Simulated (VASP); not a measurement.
# GdSeO (P4/nmm) in VASP: a series of runs, part 3 of 3

VASP 6.6.1. The steps go on from the part before.

### Step 5. Single point, PBE+U, collinear spin, ferromagnetic start

This run uses another cell than the first one, of 19.72 Å³/atom.

Input file INCAR:

```
ALGO = Normal ; EDIFF = 1E-6
ENCUT = 600 ; GGA = PE
GGA_COMPAT = False ; ISIF = 2
ISMEAR = -1 ; ISPIN = 2
LASPH = True ; LCHARG = False
LDAU = True ; LDAUJ = 0.41 0 0
LDAUL = 3 -1 -1 ; LDAUPRINT = 1
LDAUTYPE = 1 ; LDAUU = 7.02 0 0
LMAXMIX = 6 ; LORBIT = 11
LREAL = False ; LWAVE = False
MAGMOM = 6.9 6.9 0 0 0 0 ; NBANDS = 43
NELM = 200 ; PREC = Accurate
SIGMA = 0.1
```

Input file KPOINTS:

```
k-points
0
Gamma
  5 5 3
```

Input file POSCAR:

```
GdSeO
1.0
    4.1249885235      0.0000000000      0.0000000000
    0.0000000000      4.1249885235      0.0000000000
    0.0000000000      0.0000000000      6.9529214942
Gd Se O
2 2 2
Direct
    0.2500000000      0.2500000000      0.1512428030
    0.7500000000      0.7500000000      0.8487571970
    0.2500000000      0.2500000000      0.5579821291
    0.7500000000      0.7500000000      0.4420178709
    0.7500000000      0.2500000000      0.0000000000
    0.2500000000      0.7500000000      0.0000000000
```

The run is started by

```console
> cat potpaw_PBE.64/Gd/POTCAR potpaw_PBE.64/Se/POTCAR potpaw_PBE.64/O/POTCAR > POTCAR
> mpirun -np 1 vasp_std > vasp.out
```

Run time: 11 min. Hardware: 1 thread of Oxide Virtual Turin-like, shared host; peak memory 0.35 GiB.

The run converged. Its results:

* Free energy: -53.8820 eV
* Pressure: 0.1 GPa
* Largest force: 0.014 eV/Å
* Band gap on the k mesh: zero (filled and empty bands overlap)
* Net moment: 14.02 μB per cell
* Site moments: Gd +6.85; Se -0.02; O -0.04 μB
* Valence electrons inside the program's atomic spheres: Gd 15.15; Se 3.77; O 5.04

Forces in eV/Å, atoms in the order of the input:
```
Gd   0.000  0.000  0.010
Gd   0.000  0.000 -0.010
Se   0.000  0.000  0.014
Se   0.000  0.000 -0.014
O    0.000  0.000  0.000
O    0.000  0.000  0.000
```

Levels at points of the mesh, in eV from the Fermi level:
Spin up:
```csv
k point,band 34,band 35,band 36,band 37,band 38,band 39,band 40,band 41
"(0.00, 0.00, 0.00)",-3.31,-3.31,-2.19,0.80,0.80,2.10,2.46,2.46
```
Spin down:
```csv
k point,band 20,band 21,band 22,band 23,band 24,band 25,band 26,band 27
"(0.00, 0.00, 0.00)",-3.44,-3.36,-2.23,0.79,0.79,2.39,2.73,2.75
```

Eigenvalues of the final occupation matrices:
```
    site  spin  trace                         eigenvalues
site 1 f     1   6.95  0.99 0.99 0.99 0.99 0.99 0.99 1.00
site 1 f     2   0.05  0.00 0.00 0.00 0.01 0.01 0.01 0.01
site 2 f     1   6.95  0.99 0.99 0.99 0.99 0.99 0.99 1.00
site 2 f     2   0.05  0.00 0.00 0.00 0.01 0.01 0.01 0.01
```

Caveat: spin-orbit coupling is left out, which moves the levels of the heavy elements. The state reached can hang on the start; a lower one may exist.

### Step 6. Summary

| task | level | cell | gap on the mesh (eV) | pressure (GPa) | moment (μB) | largest force (eV/Å) |
| --- | --- | --- | --- | --- | --- | --- |
| relaxation of cell and atoms | PBE+U | relaxed from a = 3.954, b = 3.954, c = 6.909 Å, 6 atoms, atomic positions A | none | 0.0 | 14.02 | 0.01 |
| single point | PBE+D3(BJ)+U | a = 3.954, b = 3.954, c = 6.909 Å, 6 atoms, atomic positions A | none | -2.6 | 13.58 | 2.11 |
| single point | PBE+D3(BJ)+U | a = 4.061, b = 4.061, c = 6.892 Å, 6 atoms, atomic positions B | none | -0.1 | 14.10 | 0.01 |
| single point | PBE+U | a = 4.125, b = 4.125, c = 6.953 Å, 6 atoms, atomic positions C | none | 0.1 | 14.02 | 0.01 |

Alike in all rows: potentials or basis VASP PAW PBE potentials, release 64 (Gd, Se, O); spin collinear, ferromagnetic start; Gd f U = 7.02 eV, J = 0.41 eV; k mesh 5 × 5 × 3; cutoff (eV) 600; smearing fermi-dirac 0.1 eV.

Caveats: spin-orbit coupling is left out, which moves the levels of the heavy elements; three body term missing (at least some runs); forces of over 1 eV/Å act on the atoms, so gaps and moduli don't describe the material at rest (at least some runs).

Absolute energies hang on the potentials; compare differences alone.
